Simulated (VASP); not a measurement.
# InSe in VASP: settings compared

Aim: see how the results for InSe move with the level of theory and the settings. Levels: revpbe exchange, lda correlation, LDA. Tasks: single point.

All numbers are computed with VASP 6.6.1; they aren't measurements. Logs are shortened: lines on timing, memory, paths and dates and some standing lists are left out, and cuts for length are marked.

## (1) The cell of the first run

It takes space group R3m (No. 160, trigonal). The conventional cell has a = 4.000 Å, b = 4.000 Å, c = 25.320 Å, α = 90.00°, β = 90.00°, γ = 120.00°. In (site symmetry 3m) has 3 Se at 2.63 Å and 1 In at 2.82 Å within 3.5 Å. In (site symmetry 3m) has 3 Se at 2.64 Å and 1 In at 2.82 Å within 3.5 Å. Se (site symmetry 3m) has 3 In at 2.63 Å within 3.5 Å. Se (site symmetry 3m) has 3 In at 2.64 Å within 3.5 Å.

## (2) Single point, revpbe exchange, lda correlation

Contents of INCAR:

```
PREC     = Accurate       # precision mode
ENCUT    = 500            # plane-wave cutoff, eV
EDIFF    = 1E-6           # SCF threshold, eV
ISMEAR   = 0              # smearing method
SIGMA    = 0.01           # smearing width, eV
LREAL    = False          # projectors in reciprocal space
LASPH    = True           # aspherical terms in the spheres
NELM     = 120            # most SCF steps
ALGO     = Normal         # electronic algorithm
ISIF     = 2              # what is computed and relaxed
LWAVE    = False          # write WAVECAR
LCHARG   = True           # write CHGCAR
GGA      = LIBXC          # functional
LIBXC1   = GGA_X_PBE_R  
LIBXC2   = LDA_C_PW     
LELF     = True           # ELF
LVHAR    = True         
NBANDS   = 27             # bands
GGA_COMPAT= False
```

Contents of KPOINTS:

```
regular mesh
0
Gamma
  8 8 8
```

Contents of POSCAR:

```
InSe
1.0
    2.0000000000      1.1547005384      8.4400000000
   -2.0000000000      1.1547005384      8.4400000000
    0.0000000000     -2.3094010768      8.4400000000
In Se
2 2
Direct
    0.8886000000      0.8886000000      0.8886000000
    0.0000000000      0.0000000000      0.0000000000
    0.1719000000      0.1719000000      0.1719000000
    0.3835000000      0.3835000000      0.3835000000
```

Potentials or basis: VASP PAW PBE potentials, release 64 (In_d, Se).

On the command line:

```sh
cat potpaw_PBE.64/In_d/POTCAR potpaw_PBE.64/Se/POTCAR > POTCAR
mpirun -np 1 vasp_std > vasp.out
```

OUTCAR:

```text
PREC = Accurate
   ENCUT = 500
   EDIFF = 1E-6
   ISMEAR = 0
   LREAL = False
   LASPH = True
   NELM = 120
   ISIF = 2
   GGA = LIBXC

 ion  position               nearest neighbor table
   1  0.889  0.889  0.889-   3 2.63   3 2.63   3 2.63   2 2.82
   2  0.000  0.000  0.000-   4 2.64   4 2.64   4 2.64   1 2.82
   3  0.172  0.172  0.172-   1 2.63   1 2.63   1 2.63
   4  0.383  0.383  0.383-   2 2.64   2 2.64   2 2.64

  LATTYP: Found a trigonal (rhomboedric) cell.
 ALAT       =     8.7502533297
 COS(alpha) =     0.8955162542

  Lattice vectors:

 A1 = (   2.0000000000,   1.1547005384,   8.4400000000)
 A2 = (  -2.0000000000,   1.1547005384,   8.4400000000)
 A3 = (   0.0000000000,  -2.3094010768,   8.4400000000)

Analysis of symmetry for initial positions (statically):
=====================================================================
 Subroutine PRICEL returns:
 Original cell was already a primitive cell.

 Routine SETGRP: Setting up the symmetry group for a
 trigonal (rhombohedral) supercell.

 Subroutine GETGRP returns: Found  6 space group operations
 (whereof  6 operations were pure point group operations)
 out of a pool of 12 trial point group operations.

The static configuration has the point symmetry C_3v.

Analysis of symmetry for dynamics (positions and initial velocities):
=====================================================================
 Subroutine PRICEL returns:
 Original cell was already a primitive cell.

 Routine SETGRP: Setting up the symmetry group for a
 trigonal (rhombohedral) supercell.

 Subroutine GETGRP returns: Found  6 space group operations
 (whereof  6 operations were pure point group operations)
 out of a pool of 12 trial point group operations.

The dynamic configuration has the point symmetry C_3v.

 Subroutine INISYM returns: Found  6 space group operations
 (whereof  6 operations are pure point group operations),
 and found     1 'primitive' translations

----------------------------------------------------------------------------------------

                                     Primitive cell

  volume of cell :     116.9481

  direct lattice vectors                    reciprocal lattice vectors
     2.000000000  1.154700538  8.440000000     0.250000000  0.144337567  0.039494471
    -2.000000000  1.154700538  8.440000000    -0.250000000  0.144337567  0.039494471
     0.000000000 -2.309401077  8.440000000     0.000000000 -0.288675135  0.039494471

  length of vectors
     8.750253330  8.750253330  8.750253330     0.291364285  0.291364285  0.291364285

  position of ions in fractional coordinates (direct lattice)
     0.888600000  0.888600000  0.888600000
     0.000000000  0.000000000  0.000000000
     0.171900000  0.171900000  0.171900000
     0.383500000  0.383500000  0.383500000

  ion indices of the primitive-cell ions
   primitive index   ion index
                 1           1
                 2           2
                 3           3
                 4           4

----------------------------------------------------------------------------------------

 KPOINTS: regular mesh

Automatic generation of k-mesh.
 Grid dimensions read from file:
 generate k-points for:    8    8    8

 Generating k-lattice:

  Cartesian coordinates                     Fractional coordinates (reciprocal lattice)
     0.031250000  0.018042196  0.004936809     0.125000000  0.000000000  0.000000000
    -0.031250000  0.018042196  0.004936809     0.000000000  0.125000000  0.000000000
     0.000000000 -0.036084392  0.004936809     0.000000000  0.000000000  0.125000000

  Length of vectors
     0.036420536  0.036420536  0.036420536

  Shift w.r.t. Gamma in fractional coordinates (k-lattice)
     0.000000000  0.000000000  0.000000000

 Subroutine IBZKPT returns following result:
 ===========================================

 Found     65 irreducible k-points:

 Following reciprocal coordinates:
            Coordinates               Weight
  0.000000  0.000000  0.000000      1.000000
  0.125000 -0.000000  0.000000      6.000000
  0.250000 -0.000000  0.000000      6.000000
  0.375000  0.000000  0.000000      6.000000
  0.500000 -0.000000  0.000000      3.000000
  0.125000  0.125000  0.000000      6.000000
[... 16 lines left out ...]
  0.250000  0.125000  0.125000      6.000000
  0.375000  0.125000  0.125000      6.000000
 [... further k-points ...]
   k-points           NKPTS =     65   k-points in BZ     NKDIM =     65   number of bands    NBANDS=     27
   number of dos      NEDOS =    301   number of ions     NIONS =      4
   total plane-waves  NPLWV = 262144
   dimension x,y,z NGX =    64 NGY =   64 NGZ =   64
   dimension x,y,z NGXF=   128 NGYF=  128 NGZF=  128
   ions per type =               2   2
   NGX,Y,Z   is equivalent  to a cutoff of  12.16, 12.16, 12.16 a.u.
   NGXF,Y,Z  is equivalent  to a cutoff of  24.32, 24.32, 24.32 a.u.
 SYSTEM =  unknown system
   PREC   = accura    normal or accurate (medium, high low for compatibility)
   ISTART =      0    job   : 0-new  1-cont  2-samecut
   ICHARG =      2    charge: 1-file 2-atom 10-const
   ISPIN  =      1    spin polarized calculation?
   LNONCOLLINEAR =      F non collinear calculations
   LSORBIT =      F    spin-orbit coupling
   LASPH  =      T    aspherical Exc in radial PAW
   ENCUT  =  500.0 eV  36.75 Ry    6.06 a.u.  15.95 15.95 15.95*2*pi/ulx,y,z
   NELM   =    120;   NELMIN=  2; NELMDL= -5     # of ELM steps
   EDIFF  = 0.1E-05   stopping-criterion for ELM
   LREAL  =      F    real-space projection
   EDIFFG = 0.1E-04   stopping-criterion for IOM
   NSW    =      0    number of steps for IOM
   IBRION =     -1    ionic relax: 0-MD 1-quasi-New 2-CG
   NFREE  =      0    steps in history (QN), initial steepest desc. (CG)
   ISIF   =      2    stress and relaxation
   ISYM   =      2    0-nonsym 1-usesym 2-fastsym
   POTIM  = 0.5000    time-step for ionic-motion
   TEBEG  =    0.0;   TEEND  =   0.0 temperature during run
   PSTRESS=    0.0 pullay stress
   NELECT =      38.0000    total number of electrons
   NUPDOWN=      -1.0000    fix difference up-down
   EMIN   =  10.00;   EMAX   =-10.00  energy-range for DOS
   EFERMI =   0.00;   METHOD = LEGACY
   ISMEAR =     0;   SIGMA  =   0.01  broadening in eV -4-tet -1-fermi 0-gaus
   EFERMI_NEDOS =   21; number of points for ismear=-14 and -15
   IALGO  =     38    algorithm
   IMIX   =      4    mixing-type and parameters
     AMIX     =   0.40;   BMIX     =  1.00
     AMIX_MAG =   1.60;   BMIX_MAG =  1.00
  volume/ion in A,a.u.               =      29.24       197.30
  Fermi-wavevector in a.u.,A,eV,Ry     =   1.125481  2.126852 17.234615  1.266709
  Thomas-Fermi vector in A             =   2.262159
   LORBIT       =      0    0 simple, 1 ext, 2 COOP (PROOUT), +10 PAW based schemes
   GGA     = LIBXC    functional components
   LHFCALC =     F    Hartree Fock is set to
   AEXX    =    0.0000 exact exchange contribution
   IVDW    =     0    specifies the selected vdW correction
   LEPSILON=     F    determine dielectric tensor
   LRPA    =     F    only Hartree local field effects (RPA)
 non-spin polarized calculation
 Gauss-broadening in eV      SIGMA  =   0.01
  energy-cutoff  :      500.00
  volume of cell :      116.95
 maximum number of plane-waves:      3012
   NGX = 31   NGY = 31   NGZ = 31

 number of electron      38.0000005 magnetization

 Free energy of the ion-electron system (eV)
  ---------------------------------------------------
  ext. energy  EPLUGINS =         0.00000000
  ---------------------------------------------------
  free energy    TOTEN  =        -9.97972249 eV

  energy without entropy =       -9.97972249  energy(sigma->0) =       -9.97972249

 E-fermi :   4.2211     XC(G=0):  -8.5038

 val. band max:        4.1744242524   @ k =   0.5000   0.5000   0.5000
 cond. band min:       4.7443571899   @ k =   0.5000   0.5000   0.5000
 fundamental gap:      0.5699329375
 Fermi energy:         4.2211094571

 k-point     1 :       0.0000    0.0000    0.0000
  band No.  band energies     occupation
      1     -10.8203      2.00000
      2     -10.6618      2.00000
      3     -10.6618      2.00000
      4     -10.5922      2.00000
      5     -10.5922      2.00000
      6     -10.5698      2.00000
[... 19 lines left out ...]
     26       9.7787      0.00000
     27      12.1808      0.00000

 k-point     2 :       0.1250   -0.0000    0.0000
  band No.  band energies     occupation
      1     -10.8233      2.00000
      2     -10.7087      2.00000
      3     -10.6581      2.00000
      4     -10.6453      2.00000
      5     -10.5813      2.00000
      6     -10.5736      2.00000
[... 19 lines left out ...]
     26      10.1025      0.00000
     27      11.7732      0.00000

 k-point     3 :       0.2500   -0.0000    0.0000
  band No.  band energies     occupation
      1     -10.8661      2.00000
      2     -10.7593      2.00000
      3     -10.7493      2.00000
      4     -10.6532      2.00000
      5     -10.5825      2.00000
      6     -10.5554      2.00000
[... 19 lines left out ...]
     26      10.9537      0.00000
     27      11.2522      0.00000

 k-point     4 :       0.3750    0.0000    0.0000
  band No.  band energies     occupation
      1     -10.9357      2.00000
      2     -10.8334      2.00000
      3     -10.7605      2.00000
      4     -10.6524      2.00000
      5     -10.5912      2.00000
      6     -10.5297      2.00000
[... 19 lines left out ...]
     26      11.1546      0.00000
     27      11.6038      0.00000
[... 516 lines left out ...]
      4     -10.5921      2.00000
      5     -10.5921      2.00000
      6     -10.5699      2.00000
[... 19 lines left out ...]
     26       9.7962      0.00000
     27      12.2528      0.00000

 k-point    23 :       0.2500    0.1250    0.1250
  band No.  band energies     occupation
      1     -10.8232      2.00000
      2     -10.7078      2.00000
      3     -10.6581      2.00000
      4     -10.6464      2.00000
      5     -10.5813      2.00000
      6     -10.5736      2.00000
[... 19 lines left out ...]
     26      10.1647      0.00000
     27      11.8022      0.00000

 k-point    24 :       0.3750    0.1250    0.1250
  band No.  band energies     occupation
      1     -10.8645      2.00000
      2     -10.7594      2.00000
      3     -10.7509      2.00000
      4     -10.6532      2.00000
      5     -10.5825      2.00000
      6     -10.5553      2.00000
[... 19 lines left out ...]
     26      10.9667      0.00000
     27      11.4049      0.00000

 [... further k-points ...]

------------------------ aborting loop because EDIFF is reached ----------------------------------------

  FORCE on cell =-STRESS in cart. coord.  units (eV):
  Direction    XX          YY          ZZ          XY          YZ          ZX
  --------------------------------------------------------------------------------------
  -------------------------------------------------------------------------------------
  Total        6.9092129      6.9092129      5.2062568      0.0000000      0.0000000      0.0000000
  in kB       94.6555535     94.6555535     71.3252181      0.0000000      0.0000000      0.0000000
  external PRESSURE =      86.8787750 kB  Pullay stress =       0.0000000 kB

 VOLUME and BASIS-vectors are now :
 -----------------------------------------------------------------------------
  energy-cutoff  :      500.00
  volume of cell :      116.95
      direct lattice vectors                 reciprocal lattice vectors
     2.000000000  1.154700538  8.440000000     0.250000000  0.144337567  0.039494471
    -2.000000000  1.154700538  8.440000000    -0.250000000  0.144337567  0.039494471
     0.000000000 -2.309401077  8.440000000     0.000000000 -0.288675135  0.039494471

 POSITION                                       TOTAL-FORCE (eV/Angst)
 -----------------------------------------------------------------------------------
      0.00000      0.00000     22.49935         0.000000      0.000000      0.483826
      0.00000      0.00000      0.00000         0.000000      0.000000     -0.477019
      0.00000      0.00000      4.35251         0.000000     -0.000000     -0.531865
      0.00000      0.00000      9.71022         0.000000      0.000000      0.525058
 -----------------------------------------------------------------------------------
    total drift:                               -0.000000      0.000000     -0.000633

  FREE ENERGIE OF THE ION-ELECTRON SYSTEM (eV)
  ---------------------------------------------------
  free  energy   TOTEN  =        -9.9797224915 eV

  energy  without entropy=       -9.9797224915  energy(sigma->0) =       -9.97972249
```

Wall time 18 min (1 thread of AMD EPYC 7R43 (Zen 3), shared host); peak memory 0.57 GiB.

What came out:

| Item | Value |
| --- | --- |
| Free energy | -9.9797 eV |
| Pressure | 8.7 GPa |
| Largest force | 0.532 eV/Å |
| Band gap on the k mesh | 0.57 eV |

Forces in eV/Å, atoms in the order of the input:
```
In   0.000  0.000  0.484
In   0.000  0.000 -0.477
Se   0.000  0.000 -0.532
Se   0.000  0.000  0.525
```

Stress tensor (GPa, compression positive):
```
9.47 0.00 0.00
0.00 9.47 0.00
0.00 0.00 7.13
```

Levels at points of the mesh, in eV from the valence-band top:
```csv
k point,band 17,band 18,band 19,band 20,band 21,band 22
"(0.00, 0.00, 0.00)",-1.30,-1.21,-1.21,1.75,2.35,4.45
"(0.50, 0.00, 0.00)",-2.30,-2.20,-1.63,1.45,2.05,3.90
"(0.50, 0.50, 0.00)",-2.45,-2.02,-1.46,1.30,2.17,3.59
"(0.50, 0.50, 0.50)",-1.14,-1.14,0.00,0.57,2.40,4.37
```

Caveat: the cell stands under pressure; the PAW data sets were made with another functional, which shifts forces and pressure a little; spin-orbit coupling is left out, which moves the levels of the heavy elements.

(Part 1 of 3 ends here.)
